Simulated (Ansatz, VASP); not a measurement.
Two plane-wave programs on InRh

```
CELL_PARAMETERS angstrom
3.19600 0.00000 0.00000
0.00000 3.19600 0.00000
0.00000 0.00000 3.19600
ATOMIC_POSITIONS crystal
In 0.50000 0.52347 0.50000
Rh 0.00000 0.00000 0.00000
```

Change from the starting cell: all In atoms moved +0.075 Å, as atom 1 along Cartesian [0 1 0].

Alike in both runs: task single point; functional LDA; k mesh 16 × 16 × 16; occupations gaussian, width 0.15 eV; no spin polarisation.

|  | VASP | Ansatz |
| --- | --- | --- |
| version | VASP 6.6.1 | Ansatz 0.2.0 |
| potentials or method | VASP PAW LDA potentials, release 64 (In_d, Rh_pv), cutoff 520 eV | scalar-relativistic, plane waves, PAW |
| valence electrons in the cell | 28 | 30 |

Ansatz gave:

| Item | Value |
| --- | --- |
| gap on the k mesh at the Fermi level (eV) | none |
| pressure (GPa) | -5.4 |
| traceless stress, the component that is largest in VASP (GPa) | -0.24 |
| rms of the force components (eV/Å) | 0.243 |

**Question.** Estimate VASP's values.

**Answer.** gap on the k mesh at the Fermi level (eV): none; pressure (GPa): -4.8; traceless stress, the component that is largest in VASP (GPa): -0.25; rms of the force components (eV/Å): 0.249.

LDA's correlation is that of Perdew and Zunger in VASP and of Perdew and Wang (1992) in Ansatz. Atom by atom the forces differ by 0.007 eV/Å (rms over components). A gap of «none» marks a metal or a gap that the smearing closes. VASP's potentials hold 28 valence electrons a cell and Ansatz's 30, so a difference there can come from the potentials and not from the codes.
